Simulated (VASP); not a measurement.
Write the native input for VASP 6.6.1 that does the following.

- Task: single point
- Functional: PBEsol
- Potentials or basis: VASP PAW PBE potentials, release 64 (Na_pv, H)
- Cutoff: 520 eV
- k mesh: 9 × 9 × 9
- Occupations: fermi-dirac, width 0.05 eV
- Spin: no spin polarisation
- Dipole correction: no
- Further INCAR settings: ALGO = Normal; EDIFF = 1e-07; NBANDS = 11

The structure of NaH lies in POSCAR:

```
NaH
1.0
    0.0000000000      2.4878552867      2.4878552867
    2.4878552867      0.0000000000      2.4878552867
    2.4878552867      2.4878552867      0.0000000000
Na H
1 1
Direct
    0.0000000000      0.0000000000      0.0000000000
    0.5000000000      0.5000000000      0.5000000000
```

This cell differs from its parent crystal: volume scaled by 1.06.

The input as run:

INCAR

```
  PREC = Accurate
  ENCUT = 520
  EDIFF = 1E-7
  ISMEAR = -1
  SIGMA = 0.05
  LREAL = False
  LASPH = True
  NELM = 100
  ALGO = Normal
  ISIF = 2
  LWAVE = False
  LCHARG = True
  GGA = PS
  LELF = True
  LVHAR = True
  NBANDS = 11
```

KPOINTS

```
Automatic mesh
0
Gamma
  9 9 9
```

Potentials or basis: VASP PAW PBE potentials, release 64 (Na_pv, H).

Command:

```sh
$ cat potpaw_PBE.64/Na_pv/POTCAR potpaw_PBE.64/H/POTCAR > POTCAR
$ mpirun -np 1 vasp_std > vasp.out
```

It gave:

| Property | Result |
| --- | --- |
| Pressure | -2.2 GPa |
| Band gap on the k mesh | 3.72 eV, indirect (least direct gap 4.42 eV) |

Caveat: the PAW data sets were made with another functional, which shifts forces and pressure a little.

Wall time 20 s on 1 thread of Intel(R) Xeon(R) Platinum 8259CL CPU @ 2.50GHz (Skylake/Cascade Lake) (shared host), peak memory 0.15 GiB.
